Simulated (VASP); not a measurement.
# PbSe (Fm-3m) in VASP: notebook

PbSe is run at these levels: r2SCAN; tasks: single point.

Program: VASP 6.6.1. These are calculated values, not measurements. Logs are shortened: lines on timing, memory, paths and dates and some standing lists are left out, and cuts for length are marked.

### 1 The cell of the first run

The structure is cubic, space group Fm-3m (No. 225). Conventional cell: a = 6.178 Å, b = 6.178 Å, c = 6.178 Å, α = 90.00°, β = 90.00°, γ = 90.00°. Within 4.1 Å of Pb (site symmetry m-3m) lie 6 Se at 3.09 Å. Se (site symmetry m-3m) has 6 Pb at 3.09 Å within 4.1 Å.

### 2 Single point, r2SCAN

Contents of POSCAR:

```
PbSe
1.0
    0.0000000000      3.0889948006      3.0889948006
    3.0889948006      0.0000000000      3.0889948006
    3.0889948006      3.0889948006      0.0000000000
Pb Se
1 1
Direct
    0.5000000000      0.5000000000      0.5000000000
    0.0000000000      0.0000000000      0.0000000000
```

Contents of INCAR.step1:

```
PREC = Accurate
ENCUT = 520
ISMEAR = 0
SIGMA = 0.05
LREAL = False
LASPH = True
NELM = 100
NBANDS = 17
GGA = PE
ALGO = Normal
EDIFF = 1E-4
LWAVE = True
LCHARG = False
```

Contents of INCAR.step2:

```
PREC = Accurate
ENCUT = 520
EDIFF = 1E-6
ISMEAR = 0
SIGMA = 0.05
LREAL = False
LASPH = True
NELM = 100
ALGO = Normal
ISIF = 2
LWAVE = False
LCHARG = True
METAGGA = R2SCAN
LMIXTAU = True
LELF = True
LVHAR = True
NBANDS = 17
ISTART = 1
```

Contents of KPOINTS:

```
regular mesh
0
Gamma
  10 10 10
```

Potentials or basis: VASP PAW PBE potentials, release 64 (Pb_d, Se).

Started as:

```console
cat potpaw_PBE.64/Pb_d/POTCAR potpaw_PBE.64/Se/POTCAR > POTCAR
cp INCAR.step1 INCAR
mpirun -np 1 vasp_std > vasp.out
cp INCAR.step2 INCAR
mpirun -np 1 vasp_std > vasp.out
```

OUTCAR:

```text
PREC = Accurate
   ENCUT = 520
   EDIFF = 1E-6
   ISMEAR = 0
   LREAL = False
   LASPH = True
   NELM = 100
   ISIF = 2
   METAGGA = R2SCAN
   ISTART = 1

 ion  position               nearest neighbor table
   1  0.500  0.500  0.500-   2 3.09   2 3.09   2 3.09   2 3.09   2 3.09   2 3.09
   2  0.000  0.000  0.000-   1 3.09   1 3.09   1 3.09   1 3.09   1 3.09   1 3.09

  LATTYP: Found a face centered cubic cell.
 ALAT       =     6.1779896012

  Lattice vectors:

 A1 = (   0.0000000000,   3.0889948006,   3.0889948006)
 A2 = (   3.0889948006,   0.0000000000,   3.0889948006)
 A3 = (   3.0889948006,   3.0889948006,   0.0000000000)

Analysis of symmetry for initial positions (statically):
=====================================================================
 Subroutine PRICEL returns:
 Original cell was already a primitive cell.

 Routine SETGRP: Setting up the symmetry group for a
 face centered cubic supercell.

 Subroutine GETGRP returns: Found 48 space group operations
 (whereof 48 operations were pure point group operations)
 out of a pool of 48 trial point group operations.

The static configuration has the point symmetry O_h .

Analysis of symmetry for dynamics (positions and initial velocities):
=====================================================================
 Subroutine PRICEL returns:
 Original cell was already a primitive cell.

 Routine SETGRP: Setting up the symmetry group for a
 face centered cubic supercell.

 Subroutine GETGRP returns: Found 48 space group operations
 (whereof 48 operations were pure point group operations)
 out of a pool of 48 trial point group operations.

The dynamic configuration has the point symmetry O_h .

 Subroutine INISYM returns: Found 48 space group operations
 (whereof 48 operations are pure point group operations),
 and found     1 'primitive' translations

----------------------------------------------------------------------------------------

                                     Primitive cell

  volume of cell :      58.9497

  direct lattice vectors                    reciprocal lattice vectors
     0.000000000  3.088994801  3.088994801    -0.161864954  0.161864954  0.161864954
     3.088994801  0.000000000  3.088994801     0.161864954 -0.161864954  0.161864954
     3.088994801  3.088994801  0.000000000     0.161864954  0.161864954 -0.161864954

  length of vectors
     4.368498341  4.368498341  4.368498341     0.280358324  0.280358324  0.280358324

  position of ions in fractional coordinates (direct lattice)
     0.500000000  0.500000000  0.500000000
     0.000000000  0.000000000  0.000000000

  ion indices of the primitive-cell ions
   primitive index   ion index
                 1           1
                 2           2

----------------------------------------------------------------------------------------

 KPOINTS: regular mesh

Automatic generation of k-mesh.
 Grid dimensions read from file:
 generate k-points for:   10   10   10

 Generating k-lattice:

  Cartesian coordinates                     Fractional coordinates (reciprocal lattice)
    -0.016186495  0.016186495  0.016186495     0.100000000  0.000000000  0.000000000
     0.016186495 -0.016186495  0.016186495     0.000000000  0.100000000  0.000000000
     0.016186495  0.016186495 -0.016186495     0.000000000  0.000000000  0.100000000

  Length of vectors
     0.028035832  0.028035832  0.028035832

  Shift w.r.t. Gamma in fractional coordinates (k-lattice)
     0.000000000  0.000000000  0.000000000

 Subroutine IBZKPT returns following result:
 ===========================================

 Found     47 irreducible k-points:

 Following reciprocal coordinates:
            Coordinates               Weight
  0.000000  0.000000  0.000000      1.000000
  0.100000  0.000000  0.000000      8.000000
  0.200000  0.000000  0.000000      8.000000
  0.300000  0.000000  0.000000      8.000000
  0.400000  0.000000  0.000000      8.000000
  0.500000  0.000000  0.000000      4.000000
[... 16 lines left out ...]
  0.300000  0.300000  0.000000      6.000000
  0.400000  0.300000  0.000000     24.000000
 [... further k-points ...]
   k-points           NKPTS =     47   k-points in BZ     NKDIM =     47   number of bands    NBANDS=     17
   number of dos      NEDOS =    301   number of ions     NIONS =      2
   total plane-waves  NPLWV =  32768
   dimension x,y,z NGX =    32 NGY =   32 NGZ =   32
   dimension x,y,z NGXF=    64 NGYF=   64 NGZF=   64
   ions per type =               1   1
   NGX,Y,Z   is equivalent  to a cutoff of  12.18, 12.18, 12.18 a.u.
   NGXF,Y,Z  is equivalent  to a cutoff of  24.36, 24.36, 24.36 a.u.
 SYSTEM =  unknown system
   PREC   = accura    normal or accurate (medium, high low for compatibility)
   ISTART =      1    job   : 0-new  1-cont  2-samecut
   ICHARG =      0    charge: 1-file 2-atom 10-const
   ISPIN  =      1    spin polarized calculation?
   LNONCOLLINEAR =      F non collinear calculations
   LSORBIT =      F    spin-orbit coupling
   LASPH  =      T    aspherical Exc in radial PAW
   ENCUT  =  520.0 eV  38.22 Ry    6.18 a.u.   8.12  8.12  8.12*2*pi/ulx,y,z
   NELM   =    100;   NELMIN=  2; NELMDL=  0     # of ELM steps
   EDIFF  = 0.1E-05   stopping-criterion for ELM
   LREAL  =      F    real-space projection
   EDIFFG = 0.1E-04   stopping-criterion for IOM
   NSW    =      0    number of steps for IOM
   IBRION =     -1    ionic relax: 0-MD 1-quasi-New 2-CG
   NFREE  =      0    steps in history (QN), initial steepest desc. (CG)
   ISIF   =      2    stress and relaxation
   ISYM   =      2    0-nonsym 1-usesym 2-fastsym
   POTIM  = 0.5000    time-step for ionic-motion
   TEBEG  =    0.0;   TEEND  =   0.0 temperature during run
   PSTRESS=    0.0 pullay stress
   NELECT =      20.0000    total number of electrons
   NUPDOWN=      -1.0000    fix difference up-down
   EMIN   =  10.00;   EMAX   =-10.00  energy-range for DOS
   EFERMI =   0.00;   METHOD = LEGACY
   ISMEAR =     0;   SIGMA  =   0.05  broadening in eV -4-tet -1-fermi 0-gaus
   EFERMI_NEDOS =   21; number of points for ismear=-14 and -15
   IALGO  =     38    algorithm
   IMIX   =      4    mixing-type and parameters
     AMIX     =   0.40;   BMIX     =  1.00
     AMIX_MAG =   1.60;   BMIX_MAG =  1.00
  volume/ion in A,a.u.               =      29.47       198.91
  Fermi-wavevector in a.u.,A,eV,Ry     =   1.141802  2.157694 17.738091  1.303713
  Thomas-Fermi vector in A             =   2.278502
   LORBIT       =      0    0 simple, 1 ext, 2 COOP (PROOUT), +10 PAW based schemes
   METAGGA = R2SCAN    functional components
   LHFCALC =     F    Hartree Fock is set to
   AEXX    =    0.0000 exact exchange contribution
   IVDW    =     0    specifies the selected vdW correction
   LEPSILON=     F    determine dielectric tensor
   LRPA    =     F    only Hartree local field effects (RPA)
 non-spin polarized calculation
 Gauss-broadening in eV      SIGMA  =   0.05
  energy-cutoff  :      520.00
  volume of cell :       58.95
 maximum number of plane-waves:      1604
   NGX = 17   NGY = 17   NGZ = 17

 number of electron      19.9999993 magnetization

 Free energy of the ion-electron system (eV)
  ---------------------------------------------------
  ext. energy  EPLUGINS =         0.00000000
  ---------------------------------------------------
  free energy    TOTEN  =       -71.93895375 eV

  energy without entropy =      -71.93895375  energy(sigma->0) =      -71.93895375

 E-fermi :   4.7734     XC(G=0):  -9.9313

 val. band max:        4.5525181318   @ k =   0.5000   0.0000   0.0000
 cond. band min:       5.2237454059   @ k =   0.5000   0.0000   0.0000
 fundamental gap:      0.6712272741
 Fermi energy:         4.7734124530

 k-point     1 :       0.0000    0.0000    0.0000
  band No.  band energies     occupation
      1     -12.8490      2.00000
      2     -12.8490      2.00000
      3     -12.8489      2.00000
      4     -12.8442      2.00000
      5     -12.8442      2.00000
      6      -9.3338      2.00000
[... 9 lines left out ...]
     16      11.5927      0.00000
     17      13.2842      0.00000

 k-point     2 :       0.1000    0.0000    0.0000
  band No.  band energies     occupation
      1     -12.8486      2.00000
      2     -12.8483      2.00000
      3     -12.8483      2.00000
      4     -12.8442      2.00000
      5     -12.8442      2.00000
      6      -9.2586      2.00000
[... 9 lines left out ...]
     16      11.8200      0.00000
     17      14.0159      0.00000

 k-point     3 :       0.2000    0.0000    0.0000
  band No.  band energies     occupation
      1     -12.8532      2.00000
      2     -12.8532      2.00000
      3     -12.8477      2.00000
      4     -12.8378      2.00000
      5     -12.8378      2.00000
      6      -9.0451      2.00000
[... 9 lines left out ...]
     16      12.4058      0.00000
     17      15.4551      0.00000

 k-point     4 :       0.3000    0.0000    0.0000
  band No.  band energies     occupation
      1     -12.8603      2.00000
      2     -12.8603      2.00000
      3     -12.8468      2.00000
      4     -12.8289      2.00000
      5     -12.8289      2.00000
      6      -8.7372      2.00000
[... 9 lines left out ...]
     16      13.2983      0.00000
     17      16.7937      0.00000

 k-point     5 :       0.4000    0.0000    0.0000
  band No.  band energies     occupation
      1     -12.8660      2.00000
      2     -12.8660      2.00000
      3     -12.8461      2.00000
      4     -12.8215      2.00000
      5     -12.8215      2.00000
      6      -8.4335      2.00000
[... 9 lines left out ...]
     16      14.4298      0.00000
     17      16.1757      0.00000

 k-point     6 :       0.5000    0.0000    0.0000
  band No.  band energies     occupation
      1     -12.8682      2.00000
      2     -12.8682      2.00000
      3     -12.8459      2.00000
      4     -12.8187      2.00000
      5     -12.8187      2.00000
      6      -8.2978      2.00000
[... 9 lines left out ...]
     16      15.2768      0.00000
     17      15.2768      0.00000

 k-point     7 :       0.1000    0.1000    0.0000
  band No.  band energies     occupation
      1     -12.8505      2.00000
      2     -12.8501      2.00000
      3     -12.8453      2.00000
      4     -12.8453      2.00000
      5     -12.8425      2.00000
      6      -9.2328      2.00000
[... 9 lines left out ...]
     16      12.2541      0.00000
     17      13.6887      0.00000

 k-point     8 :       0.2000    0.1000    0.0000
  band No.  band energies     occupation
      1     -12.8582      2.00000
      2     -12.8505      2.00000
      3     -12.8466      2.00000
      4     -12.8406      2.00000
      5     -12.8364      2.00000
      6      -9.0635      2.00000
[... 9 lines left out ...]
     16      12.9133      0.00000
     17      14.5662      0.00000
[... 203 lines left out ...]
      1     -12.8990      2.00000
      2     -12.8531      2.00000
      3     -12.8454      2.00000
      4     -12.8263      2.00000
      5     -12.8165      2.00000
      6      -8.1846      2.00000
[... 9 lines left out ...]
     16      15.6471      0.00000
     17      16.0876      0.00000

 k-point    20 :      -0.4000    0.2000    0.0000
  band No.  band energies     occupation
      1     -12.8924      2.00000
      2     -12.8578      2.00000
      3     -12.8400      2.00000
      4     -12.8279      2.00000
      5     -12.8198      2.00000
      6      -8.1510      2.00000
[... 9 lines left out ...]
     16      14.4281      0.00000
     17      16.7977      0.00000

 k-point    21 :      -0.3000    0.2000    0.0000
  band No.  band energies     occupation
      1     -12.8799      2.00000
      2     -12.8597      2.00000
      3     -12.8402      2.00000
      4     -12.8279      2.00000
      5     -12.8269      2.00000
      6      -8.3373      2.00000
[... 9 lines left out ...]
     16      14.6687      0.00000
     17      15.9125      0.00000

 k-point    22 :      -0.2000    0.2000    0.0000
  band No.  band energies     occupation
      1     -12.8661      2.00000
      2     -12.8589      2.00000
      3     -12.8443      2.00000
      4     -12.8343      2.00000
      5     -12.8278      2.00000
      6      -8.6262      2.00000
[... 9 lines left out ...]
     16      14.6227      0.00000
     17      15.2446      0.00000

 k-point    23 :       0.3000    0.3000    0.0000
  band No.  band energies     occupation
      1     -12.9104      2.00000
      2     -12.8592      2.00000
      3     -12.8330      2.00000
      4     -12.8234      2.00000
      5     -12.8234      2.00000
      6      -8.5160      2.00000
[... 9 lines left out ...]
     16      15.1246      0.00000
     17      15.6496      0.00000

 k-point    24 :       0.4000    0.3000    0.0000
  band No.  band energies     occupation
      1     -12.9267      2.00000
      2     -12.8591      2.00000
      3     -12.8346      2.00000
      4     -12.8191      2.00000
      5     -12.8167      2.00000
      6      -8.2778      2.00000
[... 9 lines left out ...]
     16      15.8443      0.00000
     17      16.5685      0.00000

 [... further k-points ...]
[... 5 lines left out ...]
  --------------------------------------------------------------------------------------
  -------------------------------------------------------------------------------------
  Total        0.0055725      0.0055725      0.0055725      0.0000000     -0.0000000      0.0000000
  in kB        0.1514524      0.1514524      0.1514524      0.0000000     -0.0000000      0.0000000
  external PRESSURE =       0.1514524 kB  Pullay stress =       0.0000000 kB

 VOLUME and BASIS-vectors are now :
 -----------------------------------------------------------------------------
  energy-cutoff  :      520.00
  volume of cell :       58.95
      direct lattice vectors                 reciprocal lattice vectors
     0.000000000  3.088994801  3.088994801    -0.161864954  0.161864954  0.161864954
     3.088994801  0.000000000  3.088994801     0.161864954 -0.161864954  0.161864954
     3.088994801  3.088994801  0.000000000     0.161864954  0.161864954 -0.161864954

 POSITION                                       TOTAL-FORCE (eV/Angst)
 -----------------------------------------------------------------------------------
      3.08899      3.08899      3.08899        -0.000000     -0.000000      0.000000
      0.00000      0.00000      0.00000         0.000000      0.000000      0.000000
 -----------------------------------------------------------------------------------
    total drift:                                0.000000     -0.000000      0.000000

  FREE ENERGIE OF THE ION-ELECTRON SYSTEM (eV)
  ---------------------------------------------------
  free  energy   TOTEN  =       -71.9389537540 eV

  energy  without entropy=      -71.9389537540  energy(sigma->0) =      -71.93895375
```

It took 54 s on 1 thread of Intel Xeon 6975P-C (Granite Rapids), shared host; peak memory 0.21 GiB.

Results:

* Free energy: -71.9390 eV
* Pressure: 0.0 GPa
* Band gap on the k mesh: 0.67 eV, direct

Caveat: the PAW data sets were made with another functional, which shifts forces and pressure a little; spin-orbit coupling is left out, which moves the levels of the heavy elements. A k mesh can miss the band edges.

(Part 1 of 2 ends here.)
